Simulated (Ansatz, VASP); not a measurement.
**Al11Ga: VASP beside Ansatz**

File INCAR:

```
PREC = Accurate ; ENCUT = 400
EDIFF = 1E-6 ; ISMEAR = -1
SIGMA = 0.1 ; LREAL = False
LASPH = True ; NELM = 120
ALGO = Normal ; ISIF = 2
LWAVE = False ; LCHARG = False
GGA = PE ; NBANDS = 35
GGA_COMPAT = False
```

File KPOINTS:

```
regular mesh
0
Gamma
  2 3 3
```

File POSCAR:

```
Al11Ga
1.0
    0.0000000000      6.0744300000      6.0744300000
    4.0496200000      0.0000000000      4.0496200000
    4.0496200000      4.0496200000      0.0000000000
Ga Al
1 11
Direct
    0.0000000000      0.0000000000      0.0000000000
    0.0000000000      0.0000000000      0.5000000000
    0.0000000000      0.5000000000      0.0000000000
    0.0000000000      0.5000000000      0.5000000000
    0.3333333333      0.0000000000      0.0000000000
    0.3333333333      0.0000000000      0.5000000000
    0.3333333333      0.5000000000      0.0000000000
    0.3333333333      0.5000000000      0.5000000000
    0.6666666667      0.0000000000      0.0000000000
    0.6666666667      0.0000000000      0.5000000000
    0.6666666667      0.5000000000      0.0000000000
    0.6666666667      0.5000000000      0.5000000000
```

Input for Ansatz:

```yaml
crystal:
  lattice:
    - [0.0, 2.02481, 2.02481]
    - [2.02481, 0.0, 2.02481]
    - [2.02481, 2.02481, 0.0]
  atoms:
    - { symbol: Al, position: [0.0, 0.0, 0.0] }
  supercell: [3, 2, 2]
  defects:
    - { substitution: { at: 0, symbol: Ga } }
basis:
  ecutwfc: 450.0
kpoints:
  mp_grid:
    grid: [2, 3, 3]
hamiltonian:
  xc: pbe
  pseudopotentials:
    kind: paw
scf:
  convergence:
    dr2_threshold: 1.0e-09
  occupations:
    method: fermi_dirac
    width: 0.1
output:
  forces: true
  eigenvalues: true
```

Alike in both runs: task single point; functional PBE; k mesh 2 × 3 × 3; occupations fermi-dirac, width 0.1 eV; no spin polarisation.

|  | VASP | Ansatz |
| --- | --- | --- |
| version | VASP 6.6.1 | Ansatz 0.2.0 |
| potentials or method | VASP PAW PBE potentials, release 64 (Ga_d, Al), cutoff 400 eV | plane waves, PAW |
| valence electrons in the cell | 46 | 46 |

```csv
,VASP,Ansatz,Ansatz less VASP
gap on the k mesh at the Fermi level (eV),none,none,-
rms of the force components (eV/Å),0.045,0.044,-0.0003
```

Atom by atom the forces differ by 0.000 eV/Å (rms over components). A gap of «none» marks a metal or a gap that the smearing closes.

The k mesh is coarse, so the values compare programs but aren't converged.
